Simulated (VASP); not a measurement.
Set up this calculation in VASP 6.6.1, as the native input.

| Item | Value |
| --- | --- |
| Task | single point |
| Functional | PBE |
| Potentials or basis | VASP PAW PBE potentials, release 64 (Y_sv) |
| Cutoff | 520 eV |
| k mesh | 15 × 15 × 15 |
| Occupations | gaussian, width 0.1 eV |
| Spin | no spin polarisation |
| Dipole correction | no |
| Further INCAR settings | ALGO = Normal; EDIFF = 1e-06; NBANDS = 24 |

The structure of Y lies in POSCAR:

```
Y
1.0
    1.7703714189      1.0221244153      8.4516262858
   -1.7703714189      1.0221244153      8.4516262858
    0.0000000000     -2.0442488306      8.4516262858
Y
3
Direct
    0.0000000000      0.0000000000      0.0000000000
    0.2219812117      0.2219812117      0.2219812117
    0.7780187883      0.7780187883      0.7780187883
```

This cell differs from its parent crystal: volume scaled by 0.94, then relaxed in part.

One way to write it, as run:

INCAR

```
PREC = Accurate ; ENCUT = 520
EDIFF = 1E-6 ; ISMEAR = 0
SIGMA = 0.1 ; LREAL = F
LASPH = T ; NELM = 100
ALGO = Normal ; ISIF = 2
LWAVE = F ; LCHARG = F
GGA = PE ; NBANDS = 24
```

KPOINTS

```
regular mesh
0
Gamma
  15 15 15
```

Potentials or basis: VASP PAW PBE potentials, release 64 (Y_sv).

Run with:

```console
$ cat potpaw_PBE.64/Y_sv/POTCAR > POTCAR
$ mpirun -np 1 vasp_std > vasp.out
```

It gave:

```yaml
Pressure: 2.6 GPa
Largest_force: 0.004 eV/Å
```

Run time: 43 min on 1 thread of Intel(R) Xeon(R) 6975P-C (Granite Rapids), with other jobs on the host, peak memory 1.2 GiB.
